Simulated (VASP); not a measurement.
Runs of VASP 6.6.1 on SiO2. The structure is that of space group P6_422 (No. 181), or close to it. The cells are those of the table. 

```tsv
cell	gap on the mesh (eV)	pressure (GPa)	largest force (eV/Å)
a = 5.309, b = 5.309, c = 5.558 Å, angles 90.0, 90.0, 120.0°, 9 atoms	4.90	-12.9	0.62
a = 5.347, b = 5.347, c = 5.558 Å, angles 90.0, 90.0, 120.0°, 9 atoms	4.77	-14.7	0.71
a = 4.928, b = 4.928, c = 5.558 Å, angles 90.0, 90.0, 120.0°, 9 atoms	5.82	12.9	0.55
a = 4.775, b = 4.775, c = 5.558 Å, angles 90.0, 90.0, 120.0°, 9 atoms	(b)	28.7	1.21
a = 5.156, b = 5.156, c = 5.558 Å, angles 90.0, 90.0, 120.0°, 9 atoms	5.36	(a)	0.23
a = 5.004, b = 5.004, c = 5.558 Å, angles 90.0, 90.0, 120.0°, 9 atoms	5.70	6.3	0.26
a = 5.233, b = 5.233, c = 5.558 Å, angles 90.0, 90.0, 120.0°, 9 atoms	5.14	(d)	0.44
a = 4.852, b = 4.852, c = 5.558 Å, angles 90.0, 90.0, 120.0°, 9 atoms	5.91	(c)	0.87
a = 5.385, b = 5.385, c = 5.558 Å, angles 90.0, 90.0, 120.0°, 9 atoms	4.63	-16.3	0.79
```

Alike in all rows: task single point; level PBEsol; potentials or basis VASP PAW PBE potentials, release 64 (Si, O); no spin polarisation; k mesh 6 × 6 × 4; cutoff (eV) 520; smearing gaussian 0.05 eV.

Question: Fill in the values left out.

Answer: (a) -4.6; (b) 5.98; (c) 20.3; (d) -9.0.

Caveats: the PAW data sets were made with another functional, which shifts forces and pressure a little.

A k mesh can miss the band edges.
